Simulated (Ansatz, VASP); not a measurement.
# One calculation of PbSe, two programs

```
CELL_PARAMETERS angstrom
0.13168 3.55488 3.55488
3.55488 0.13168 3.55488
3.55488 3.55488 0.13168
ATOMIC_POSITIONS crystal
Pb 0.00230 0.00230 0.00230
Se 0.24770 0.24770 0.24770
```

Change from the starting cell: shear_111 strain +5.8%.

Alike in both runs: task single point; functional r2SCAN; k mesh 6 × 6 × 6; no spin polarisation.

|  | VASP | Ansatz |
| --- | --- | --- |
| version | VASP 6.6.1 | Ansatz 0.2.0 |
| potentials or method | VASP PAW PBE potentials, release 64 (Pb_d, Se) | plane waves, PAW |
| plane-wave cutoff (eV) | 520 | 500 |
| occupations | gaussian, width 0.01 eV | fixed |
| valence electrons in the cell | 20 | 30 |

```csv
,VASP,Ansatz,Ansatz less VASP
gap on the k mesh at the Fermi level (eV),1.09,1.09,+0.001
pressure (GPa),-1.8,-1.8,0.00
"traceless stress, the component that is largest in VASP (GPa)",0.12,0.13,+0.005
```

VASP's potentials were made for PBE, not for r2SCAN. VASP's potentials hold 20 valence electrons a cell and Ansatz's 30, so a difference there can come from the potentials and not from the codes.

Spin-orbit coupling is off throughout.
